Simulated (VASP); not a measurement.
A run of VASP 6.6.1:

INCAR

```
SYSTEM = CoO
ALGO = Normal
EDIFF = 1E-6
ENCUT = 600
GGA = PE
GGA_COMPAT = .FALSE.
ISIF = 2
ISMEAR = -1
ISPIN = 2
LASPH = .TRUE.
LCHARG = .FALSE.
LMAXMIX = 4
LORBIT = 11
LREAL = .FALSE.
LWAVE = .FALSE.
MAGMOM = 2 0
NBANDS = 22
NELM = 200
PREC = Accurate
SIGMA = 0.05
```

KPOINTS

```
k-points
0
G
  11 11 10
  0 0 0
```

Contents of POSCAR:

```
CoO
1.0
    2.8371288589      0.0000000000      0.0000000000
   -1.4185644245      2.4570256617      0.0000000000
    0.0000000000      0.0000000000      2.7688971976
Co O
1 1
Direct
    0.0000000000      0.0000000000      0.0000000000
    0.6666666667      0.3333333333      0.5000000000
```

Potentials or basis: VASP PAW PBE potentials, release 64 (Co_sv, O).

Command:

```bash
$ cat potpaw_PBE.64/Co_sv/POTCAR potpaw_PBE.64/O/POTCAR > POTCAR
$ mpirun -np 1 vasp_std > vasp.out
```

Hardware: 1 thread of AMD EPYC 9R45 96-Core Processor (Zen 5) (shared host).

How long does it take, and how much memory?

Wall time 74 s on 1 thread of AMD EPYC 9R45 96-Core Processor (Zen 5) (shared host), peak memory 0.17 GiB. Counts: scf iterations 17, k points 96.
